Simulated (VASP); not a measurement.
GaP, 2 atoms in the cell. Symmetry: I-4m2, No. 119, tetragonal system. Conventional cell: a = 3.854 Å, b = 3.854 Å, c = 5.669 Å, α = 90.00°, β = 90.00°, γ = 90.00°. Ga (site symmetry -4m2) has 4 P at 2.39 Å within 3.2 Å. Within 3.2 Å of P (site symmetry -4m2) lie 4 Ga at 2.39 Å.  This cell differs from its parent crystal: uniaxial z strain +4.0%.

| Item | Value |
| --- | --- |
| Program | VASP 6.6.1 |
| Task | single point |
| Functional | PBE |
| Potentials or basis | VASP PAW PBE potentials, release 64 (Ga_d, P) |
| Cutoff | 520 eV |
| k mesh | 8 × 8 × 8 |
| Occupations | fermi-dirac, width 0.02 eV |
| Spin | no spin polarisation |
| Dipole correction | no |
| Further INCAR settings | ALGO = Normal; EDIFF = 1e-06; NBANDS = 16 |

Potentials or basis: VASP PAW PBE potentials, release 64 (Ga_d, P).

Launch:

```bash
$ cat potpaw_PBE.64/Ga_d/POTCAR potpaw_PBE.64/P/POTCAR > POTCAR
$ mpirun -np 1 vasp_std > vasp.out
```

Hardware: 1 thread of Intel Xeon 6975P-C, with other jobs on the host.

Q: How long does it take, and how much memory?

A: Wall time 34 s on 1 thread of Intel Xeon 6975P-C (shared host), peak memory 0.19 GiB. Counts: scf iterations 12, k points 59.
